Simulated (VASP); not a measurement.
# MgO (Pm-3m) in VASP: notebook, part 2 of 2

VASP 6.6.1.

### Step 4. Single point, r2SCAN

The input, POSCAR:

```
MgO
1.0
    2.6233491278      0.0000000000      0.0000000000
    0.0000000000      2.6233491278      0.0000000000
    0.0000000000      0.0000000000      2.6233491278
Mg O
1 1
Direct
    0.0000000000      0.0000000000      0.0000000000
    0.5000000000      0.5000000000      0.5000000000
```

The input, INCAR.step1:

```
  ALGO = Normal
  EDIFF = 1E-5
  ENCUT = 660
  GGA = PE
  GGA_COMPAT = F
  ISMEAR = -1
  LASPH = T
  LCHARG = F
  LREAL = F
  LWAVE = T
  NBANDS = 11
  NELM = 120
  PREC = Accurate
  SIGMA = 0.05
```

The input, INCAR.step2:

```
  ALGO = Normal
  EDIFF = 1E-6
  ENCUT = 660
  GGA_COMPAT = F
  ISIF = 2
  ISMEAR = -1
  ISTART = 1
  LASPH = T
  LCHARG = F
  LMIXTAU = T
  LREAL = F
  LWAVE = F
  METAGGA = R2SCAN
  NBANDS = 11
  NELM = 120
  PREC = Accurate
  SIGMA = 0.05
```

The input, KPOINTS:

```
k-points
0
Gamma
  6 6 6
```

Command:

```
$ cat potpaw_PBE.64/Mg/POTCAR potpaw_PBE.64/O/POTCAR > POTCAR
$ cp INCAR.step1 INCAR
$ mpirun -np 1 vasp_std > vasp.out
$ cp INCAR.step2 INCAR
$ mpirun -np 1 vasp_std > vasp.out
```

It took 41 s on 1 thread of Intel Xeon 8259CL, shared host; peak memory 0.14 GiB.

It converged, with:

* Free energy: -14.5302 eV
* Pressure: -1.4 GPa
* Band gap on the k mesh: 3.45 eV, indirect (least direct gap 4.51 eV)

Levels at points of the mesh, in eV from the valence-band top:
```csv
k point,band 1,band 2,band 3,band 4,band 5,band 6,band 7,band 8
"(0.00, 0.00, 0.00)",-19.58,-1.06,-1.06,-1.06,3.45,11.46,11.46,21.89
"(0.50, 0.00, 0.00)",-18.36,-6.61,-0.59,-0.59,8.01,10.63,15.81,18.55
"(0.50, 0.50, 0.00)",-17.48,-4.85,-4.85,0.00,5.88,13.46,13.46,14.45
"(0.50, 0.50, 0.50)",-16.61,-3.79,-3.79,-3.79,8.41,8.41,8.41,17.92
```

Caveat: the PAW data sets were made with another functional, which shifts forces and pressure a little. r2SCAN opens gaps a little over a GGA but as a rule still falls short of measured ones.

### Step 5. Single point, r2SCAN

POSCAR is that of step 4.

The input, INCAR.step1:

```
SYSTEM = MgO
PREC = Accurate
ENCUT = 660
ISMEAR = 1
SIGMA = 0.05
LREAL = .FALSE.
LASPH = .TRUE.
NELM = 120
NBANDS = 11
GGA = PE
ALGO = Normal
EDIFF = 1E-5
LWAVE = .TRUE.
LCHARG = .FALSE.
GGA_COMPAT = .FALSE.
```

The input, INCAR.step2:

```
SYSTEM = MgO
PREC = Accurate
ENCUT = 660
EDIFF = 1E-6
ISMEAR = 1
SIGMA = 0.05
LREAL = .FALSE.
LASPH = .TRUE.
NELM = 120
ALGO = Normal
ISIF = 2
LWAVE = .FALSE.
LCHARG = .FALSE.
METAGGA = R2SCAN
LMIXTAU = .TRUE.
NBANDS = 11
ISTART = 1
GGA_COMPAT = .FALSE.
```

The input, KPOINTS:

```
regular mesh
0
G
  6 6 6
  0 0 0
```

Potentials or basis: VASP PAW PBE potentials, release 64 (Mg, O).

Command:

```
$ cat potpaw_PBE.64/Mg/POTCAR potpaw_PBE.64/O/POTCAR > POTCAR
$ cp INCAR.step1 INCAR
$ mpirun -np 1 vasp_std > vasp.out
$ cp INCAR.step2 INCAR
$ mpirun -np 1 vasp_std > vasp.out
```

OUTCAR:

```text
SYSTEM = MgO
   PREC = Accurate
   ENCUT = 660
   EDIFF = 1E-6
   ISMEAR = 1
   LREAL = .FALSE.
   LASPH = .TRUE.
   NELM = 120
   ISIF = 2
   METAGGA = R2SCAN
   ISTART = 1

 ion  position               nearest neighbor table
   1  0.000  0.000  0.000-   2 2.27   2 2.27   2 2.27   2 2.27   2 2.27   2 2.27   2 2.27   2 2.27

   2  0.500  0.500  0.500-   1 2.27   1 2.27   1 2.27   1 2.27   1 2.27   1 2.27   1 2.27   1 2.27

  LATTYP: Found a simple cubic cell.
 ALAT       =     2.6233491278

  Lattice vectors:
[... 463 lines left out ...]

  FORCE on cell =-STRESS in cart. coord.  units (eV):
  Direction    XX          YY          ZZ          XY          YZ          ZX
  --------------------------------------------------------------------------------------
  -------------------------------------------------------------------------------------
  Total       -0.1588607     -0.1588607     -0.1588607     -0.0000000     -0.0000000      0.0000000
  in kB      -14.0980436    -14.0980436    -14.0980436     -0.0000000     -0.0000000      0.0000000
  external PRESSURE =     -14.0980436 kB  Pullay stress =       0.0000000 kB

 VOLUME and BASIS-vectors are now :
 -----------------------------------------------------------------------------
  energy-cutoff  :      660.00
  volume of cell :       18.05
      direct lattice vectors                 reciprocal lattice vectors
     2.623349128  0.000000000  0.000000000     0.381192114  0.000000000  0.000000000
     0.000000000  2.623349128  0.000000000     0.000000000  0.381192114  0.000000000
     0.000000000  0.000000000  2.623349128     0.000000000  0.000000000  0.381192114

 POSITION                                       TOTAL-FORCE (eV/Angst)
 -----------------------------------------------------------------------------------
      0.00000      0.00000      0.00000         0.000000      0.000000      0.000000
      1.31167      1.31167      1.31167         0.000000      0.000000      0.000000
 -----------------------------------------------------------------------------------
    total drift:                                0.000000     -0.000000     -0.000000

  FREE ENERGIE OF THE ION-ELECTRON SYSTEM (eV)
  ---------------------------------------------------
  free  energy   TOTEN  =       -14.5301430719 eV

  energy  without entropy=      -14.5301833382  energy(sigma->0) =      -14.53015649
```

It took 42 s on 1 thread of Intel Xeon 8259CL, shared host; peak memory 0.14 GiB.

What came out:

| Property | Result |
| --- | --- |
| Free energy | -14.5301 eV |
| Pressure | -1.4 GPa |
| Band gap on the k mesh | 3.45 eV, indirect (least direct gap 4.51 eV) |

Caveat: the PAW data sets were made with another functional, which shifts forces and pressure a little. A k mesh can miss the band edges.

### Step 6. Overview

| smearing | gap on the mesh (eV) | pressure (GPa) |
| --- | --- | --- |
| fermi-dirac 0.2 eV | 3.45 | -1.4 |
| gaussian 0.2 eV | 3.45 | -1.4 |
| fermi-dirac 0.05 eV | 3.45 | -1.4 |
| methfessel-paxton 0.05 eV | 3.45 | -1.4 |

Alike in all rows: task single point; level r2SCAN; potentials or basis VASP PAW PBE potentials, release 64 (Mg, O); no spin polarisation; cell as given; k mesh 6 × 6 × 6; cutoff (eV) 660.

On the cell as given the gap runs from 3.45 eV (r2SCAN) to 3.45 eV (r2SCAN).

Caveats: the PAW data sets were made with another functional, which shifts forces and pressure a little.

Absolute energies hang on the potentials; compare differences alone.
